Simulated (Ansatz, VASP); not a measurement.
# One calculation of InF3, two programs

```
In F
1.0
     2.54463    1.46914    4.84768
    -2.54463    1.46914    4.84768
     0.00000   -2.93828    4.84768
In F
2 6
Direct
  0.00000 0.00000 0.00000
  0.50000 0.50000 0.50000
  0.90374 0.59626 0.25000
  0.25000 0.90374 0.59626
  0.59626 0.25000 0.90374
  0.09626 0.40374 0.75000
  0.75000 0.09626 0.40374
  0.40374 0.75000 0.09626
```

Alike in both runs: functional LDA; k mesh 6 × 6 × 6; occupations gaussian, width 0.02 eV; no spin polarisation.

Ansatz relaxed the structure, and its values are those at the end. VASP's run is a single point on that final structure, the one shown.

|  | VASP | Ansatz |
| --- | --- | --- |
| version | VASP 6.6.1 | Ansatz 0.2.0 |
| potentials or method | VASP PAW LDA potentials, release 64 (In_d, F), cutoff 520 eV | scalar-relativistic, plane waves, PAW |
| valence electrons in the cell | 68 | 68 |

Ansatz gave:

| Quantity | Value |
| --- | --- |
| gap on the k mesh at the Fermi level (eV) | 4.27 |
| least direct gap on the mesh (eV) | 4.28 |
| pressure (GPa) | 0.0 |
| rms of the force components (eV/Å) | 0.000 |

**Question.** Which values does VASP return?

**Answer.** gap on the k mesh at the Fermi level (eV): 4.26; least direct gap on the mesh (eV): 4.27; pressure (GPa): 0.6; rms of the force components (eV/Å): 0.024.

LDA's correlation is that of Perdew and Zunger in VASP and of Perdew and Wang (1992) in Ansatz.
